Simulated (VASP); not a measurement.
Here is a VASP 6.6.1 calculation.

File POSCAR:

```
AlCu3
1.0
    0.0000000000      2.8906715131      2.8906715131
    2.8906715131      0.0000000000      2.8906715131
    2.8906715131      2.8906715131      0.0000000000
Al Cu
1 3
Direct
    0.0000000000      0.0000000000      0.0000000000
    0.5000000000      0.5000000000      0.5000000000
    0.2500000000      0.2500000000      0.2500000000
    0.7500000000      0.7500000000      0.7500000000
```

Contents of INCAR.step1:

```
PREC = Accurate
ENCUT = 520
ISMEAR = 0
SIGMA = 0.1
LREAL = F
LASPH = T
NELM = 80
NBANDS = 26
GGA = PE
ALGO = Normal
EDIFF = 1E-4
LWAVE = T
LCHARG = F
```

The input INCAR.step2:

```
PREC = Accurate
ENCUT = 520
EDIFF = 1E-6
ISMEAR = 0
SIGMA = 0.1
LREAL = F
LASPH = T
NELM = 80
ALGO = Normal
ISIF = 2
LWAVE = F
LCHARG = F
METAGGA = R2SCAN
LMIXTAU = T
NBANDS = 26
ISTART = 1
```

The input KPOINTS:

```
regular mesh
0
Gamma
  12 12 12
```

Potentials or basis: VASP PAW PBE potentials, release 64 (Al, Cu).

Command:

```console
$ cat potpaw_PBE.64/Al/POTCAR potpaw_PBE.64/Cu/POTCAR > POTCAR
$ cp INCAR.step1 INCAR
$ mpirun -np 1 vasp_std > vasp.out
$ cp INCAR.step2 INCAR
$ mpirun -np 1 vasp_std > vasp.out
```

**Question.** What does it give for the band gap on the k mesh?

**Answer.** Zero (band 18 reaches 12.38 eV, above the bottom of band 19 at 6.29 eV).

**Question.** Predict the pressure.

**Answer.** 0.3 GPa.

Caveat: the PAW data sets were made with another functional, which shifts forces and pressure a little.
